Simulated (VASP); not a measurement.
# CdSe (F-43m) in VASP: single point with PBE

Aim: the single point of CdSe with PBE.

Program: VASP 6.6.1. These are calculated values, not measurements. Logs are shortened: lines on timing, memory, paths and dates and some standing lists are left out, and cuts for length are marked.

**1. The cell of the first run**

It takes space group F-43m (No. 216, cubic). Conventional cell: a = 6.141 Å, b = 6.141 Å, c = 6.141 Å, α = 90.00°, β = 90.00°, γ = 90.00°. Cd (site symmetry -43m) has 4 Se at 2.66 Å within 3.5 Å. Within 3.5 Å of Se (site symmetry -43m) lie 4 Cd at 2.66 Å.

**2. Single point, PBE, non-collinear spin, zero start, spin-orbit coupling**

INCAR

```
PREC = Accurate ; ENCUT = 520
EDIFF = 1E-6 ; ISMEAR = -1
SIGMA = 0.03 ; LREAL = F
LASPH = T ; NELM = 150
ALGO = Normal ; ISIF = 2
LWAVE = F ; LCHARG = T
MAGMOM = 0 0 0 0 0 0 ; LORBIT = 11
LSORBIT = T ; GGA_COMPAT = F
LORBMOM = T ; GGA = PE
LVHAR = T ; NBANDS = 30
```

KPOINTS

```
Automatic mesh
0
Gamma
  8 8 8
```

POSCAR

```
CdSe
1.0
    0.0000000000      3.0702711986      3.0702711986
    3.0702711986      0.0000000000      3.0702711986
    3.0702711986      3.0702711986      0.0000000000
Cd Se
1 1
Direct
    0.0000000000      0.0000000000      0.0000000000
    0.2500000000      0.2500000000      0.2500000000
```

Potentials or basis: VASP PAW PBE potentials, release 64 (Cd, Se).

On the command line:

```sh
$ cat potpaw_PBE.64/Cd/POTCAR potpaw_PBE.64/Se/POTCAR > POTCAR
$ mpirun -np 1 vasp_ncl > vasp.out
```

OUTCAR:

```text
PREC = Accurate
   ENCUT = 520
   EDIFF = 1E-6
   ISMEAR = -1
   LREAL = F
   LASPH = T
   NELM = 150
   ISIF = 2
   LORBIT = 11
   LSORBIT = T
   GGA = PE

 ion  position               nearest neighbor table
   1  0.000  0.000  0.000-   2 2.66   2 2.66   2 2.66   2 2.66
   2  0.250  0.250  0.250-   1 2.66   1 2.66   1 2.66   1 2.66

  LATTYP: Found a face centered cubic cell.
 ALAT       =     6.1405423972

  Lattice vectors:

 A1 = (   0.0000000000,   3.0702711986,   3.0702711986)
 A2 = (   3.0702711986,   0.0000000000,   3.0702711986)
 A3 = (   3.0702711986,   3.0702711986,   0.0000000000)

Analysis of symmetry for initial positions (statically):
=====================================================================
 Subroutine PRICEL returns:
 Original cell was already a primitive cell.

 Routine SETGRP: Setting up the symmetry group for a
 face centered cubic supercell.

 Subroutine GETGRP returns: Found 24 space group operations
 (whereof 24 operations were pure point group operations)
 out of a pool of 48 trial point group operations.

The static configuration has the point symmetry T_d .

Analysis of symmetry for dynamics (positions and initial velocities):
=====================================================================
 Subroutine PRICEL returns:
 Original cell was already a primitive cell.

 Routine SETGRP: Setting up the symmetry group for a
 face centered cubic supercell.

 Subroutine GETGRP returns: Found 24 space group operations
 (whereof 24 operations were pure point group operations)
 out of a pool of 48 trial point group operations.

The dynamic configuration has the point symmetry T_d .

Analysis of structural, dynamic, and magnetic symmetry:
=====================================================================
 Subroutine PRICEL returns:
 Original cell was already a primitive cell.

 Routine SETGRP: Setting up the symmetry group for a
 face centered cubic supercell.

 Subroutine GETGRP returns: Found 24 space group operations
 (whereof 24 operations were pure point group operations)
 out of a pool of 48 trial point group operations.

The overall configuration has the point symmetry T_d .

 Subroutine INISYM returns: Found 24 space group operations
 (whereof 24 operations are pure point group operations),
 and found     1 'primitive' translations

----------------------------------------------------------------------------------------

                                     Primitive cell

  volume of cell :      57.8842

  direct lattice vectors                    reciprocal lattice vectors
     0.000000000  3.070271199  3.070271199    -0.162852063  0.162852063  0.162852063
     3.070271199  0.000000000  3.070271199     0.162852063 -0.162852063  0.162852063
     3.070271199  3.070271199  0.000000000     0.162852063  0.162852063 -0.162852063

  length of vectors
     4.342019169  4.342019169  4.342019169     0.282068048  0.282068048  0.282068048

  position of ions in fractional coordinates (direct lattice)
     0.000000000  0.000000000  0.000000000
     0.250000000  0.250000000  0.250000000

  ion indices of the primitive-cell ions
   primitive index   ion index
                 1           1
                 2           2

----------------------------------------------------------------------------------------

 KPOINTS: Automatic mesh

Automatic generation of k-mesh.
 Grid dimensions read from file:
 generate k-points for:    8    8    8

 Generating k-lattice:

  Cartesian coordinates                     Fractional coordinates (reciprocal lattice)
    -0.020356508  0.020356508  0.020356508     0.125000000  0.000000000  0.000000000
     0.020356508 -0.020356508  0.020356508     0.000000000  0.125000000  0.000000000
     0.020356508  0.020356508 -0.020356508     0.000000000  0.000000000  0.125000000

[... 93 lines left out ...]

 number of electron      18.0000008 magnetization      -0.0000000      0.0000000     -0.0000000

 number of electron      18.0000008 magnetization       0.0000000      0.0000000     -0.0000000

 Free energy of the ion-electron system (eV)
  ---------------------------------------------------
  ext. energy  EPLUGINS =         0.00000000
  ---------------------------------------------------
  free energy    TOTEN  =        -5.53913320 eV

  energy without entropy =       -5.53913103  energy(sigma->0) =       -5.53913211

 E-fermi :   1.0643     XC(G=0):  -8.7567

 val. band max:        0.8371609001   @ k =   0.0000   0.0000   0.0000
 cond. band min:       1.2682610495   @ k =   0.0000   0.0000   0.0000
 fundamental gap:      0.4311001493
 Fermi energy:         1.0642600064

 k-point     1 :       0.0000    0.0000    0.0000
  band No.  band energies     occupation
      1     -11.7184      1.00000
      2     -11.7184      1.00000
      3      -7.4146      1.00000
      4      -7.4146      1.00000
      5      -7.4146      1.00000
      6      -7.4146      1.00000
[... 781 lines left out ...]
     29      12.9869      0.00000
     30      12.9989      0.00000

 [... further k-points ...]

------------------------ aborting loop because EDIFF is reached ----------------------------------------

  FORCE on cell =-STRESS in cart. coord.  units (eV):
  Direction    XX          YY          ZZ          XY          YZ          ZX
  --------------------------------------------------------------------------------------
  -------------------------------------------------------------------------------------
  Total        0.5607996      0.5607996      0.5607996      0.0000000     -0.0000000      0.0000000
  in kB       15.5223699     15.5223699     15.5223699      0.0000000     -0.0000000      0.0000000
  external PRESSURE =      15.5223699 kB  Pullay stress =       0.0000000 kB

 VOLUME and BASIS-vectors are now :
 -----------------------------------------------------------------------------
  energy-cutoff  :      520.00
  volume of cell :       57.88
      direct lattice vectors                 reciprocal lattice vectors
     0.000000000  3.070271199  3.070271199    -0.162852063  0.162852063  0.162852063
     3.070271199  0.000000000  3.070271199     0.162852063 -0.162852063  0.162852063
     3.070271199  3.070271199  0.000000000     0.162852063  0.162852063 -0.162852063

 POSITION                                       TOTAL-FORCE (eV/Angst)
 -----------------------------------------------------------------------------------
      0.00000      0.00000      0.00000         0.000000      0.000000      0.000000
      1.53514      1.53514      1.53514        -0.000000     -0.000000     -0.000000
 -----------------------------------------------------------------------------------
    total drift:                                0.000000      0.000000      0.000000

  FREE ENERGIE OF THE ION-ELECTRON SYSTEM (eV)
  ---------------------------------------------------
  free  energy   TOTEN  =        -5.5391331985 eV

  energy  without entropy=       -5.5391310265  energy(sigma->0) =       -5.53913211

 orbital moment (x)

 # of ion     p       d       tot
 ----------------------------------------
  1        -0.000   0.000   0.000
  2        -0.000   0.000  -0.000
 ----------------------------------------
           -0.000   0.000   0.000

 orbital moment (y)

 # of ion     p       d       tot
 ----------------------------------------
  1        -0.000   0.000   0.000
  2        -0.000   0.000  -0.000
 ----------------------------------------
           -0.000   0.000   0.000

 orbital moment (z)

 # of ion     p       d       tot
 ----------------------------------------
  1         0.000   0.000   0.000
  2         0.000  -0.000  -0.000
 ----------------------------------------
            0.000  -0.000  -0.000

 Spin-Orbit-Coupling matrix elements

 Ion:    1  E_soc:     -0.0576027
 l=   1
     0.0000000    -0.0026508    -0.0026508
    -0.0026508     0.0000000    -0.0026508
    -0.0026508    -0.0026508     0.0000000
 l=   2
     0.0000000    -0.0014082     0.0000000    -0.0014082    -0.0055414
    -0.0014082     0.0000000    -0.0041561    -0.0014082    -0.0013854
     0.0000000    -0.0041561     0.0000000    -0.0041561     0.0000000
    -0.0014082    -0.0014082    -0.0041561     0.0000000    -0.0013854
    -0.0055414    -0.0013854     0.0000000    -0.0013854     0.0000000
 l=   3
     0.0000000     0.0000000     0.0000000     0.0000000     0.0000000     0.0000000     0.0000000
     0.0000000     0.0000000     0.0000000     0.0000000     0.0000000     0.0000000     0.0000000
     0.0000000     0.0000000     0.0000000     0.0000000     0.0000000     0.0000000     0.0000000
     0.0000000     0.0000000     0.0000000     0.0000000     0.0000000     0.0000000     0.0000000
     0.0000000     0.0000000     0.0000000     0.0000000     0.0000000     0.0000000     0.0000000
     0.0000000     0.0000000     0.0000000     0.0000000     0.0000000     0.0000000     0.0000000
     0.0000000     0.0000000     0.0000000     0.0000000     0.0000000     0.0000000     0.0000000

 Ion:    2  E_soc:     -0.0401573
 l=   1
     0.0000000    -0.0066859    -0.0066859
    -0.0066859     0.0000000    -0.0066859
    -0.0066859    -0.0066859     0.0000000
 l=   2
     0.0000000    -0.0000033     0.0000000    -0.0000033    -0.0000036
    -0.0000033     0.0000000    -0.0000027    -0.0000033    -0.0000009
     0.0000000    -0.0000027     0.0000000    -0.0000027     0.0000000
    -0.0000033    -0.0000033    -0.0000027     0.0000000    -0.0000009
    -0.0000036    -0.0000009     0.0000000    -0.0000009     0.0000000
 l=   3
     0.0000000     0.0000000     0.0000000     0.0000000     0.0000000     0.0000000     0.0000000
     0.0000000     0.0000000     0.0000000     0.0000000     0.0000000     0.0000000     0.0000000
     0.0000000     0.0000000     0.0000000     0.0000000     0.0000000     0.0000000     0.0000000
     0.0000000     0.0000000     0.0000000     0.0000000     0.0000000     0.0000000     0.0000000
     0.0000000     0.0000000     0.0000000     0.0000000     0.0000000     0.0000000     0.0000000
     0.0000000     0.0000000     0.0000000     0.0000000     0.0000000     0.0000000     0.0000000
     0.0000000     0.0000000     0.0000000     0.0000000     0.0000000     0.0000000     0.0000000

 total charge

# of ion       s       p       d       tot
------------------------------------------
    1        0.441   0.300   9.554  10.295
    2        1.445   2.381   0.020   3.847
--------------------------------------------------
tot          1.886   2.682   9.574  14.142

 magnetization (x)

# of ion       s       p       d       tot
------------------------------------------
    1        0.000   0.000  -0.000  -0.000
    2       -0.000   0.000   0.000   0.000
--------------------------------------------------
tot         -0.000   0.000  -0.000   0.000

 magnetization (y)

# of ion       s       p       d       tot
------------------------------------------
    1        0.000   0.000   0.000   0.000
    2        0.000   0.000   0.000   0.000
--------------------------------------------------
tot          0.000   0.000   0.000   0.000

 magnetization (z)

# of ion       s       p       d       tot
------------------------------------------
    1        0.000   0.000  -0.000   0.000
    2       -0.000  -0.000   0.000  -0.000
--------------------------------------------------
tot          0.000  -0.000  -0.000  -0.000
```

Run time: 2 min. Hardware: 1 thread of Intel Xeon Platinum 8259CL at 2.50GHz (Skylake/Cascade Lake), shared host; peak memory 0.37 GiB.

Results:

```
Free energy                                           : -5.5391 eV
Pressure                                              : 1.6 GPa
Net moment                                            : 0.00 μB per cell
Valence electrons inside the program's atomic spheres : Cd 10.29; Se 3.85
```

Moments on the atoms (μB; x, y, z):
```
Cd  0.00 0.00 0.00
Se  0.00 0.00 0.00
```
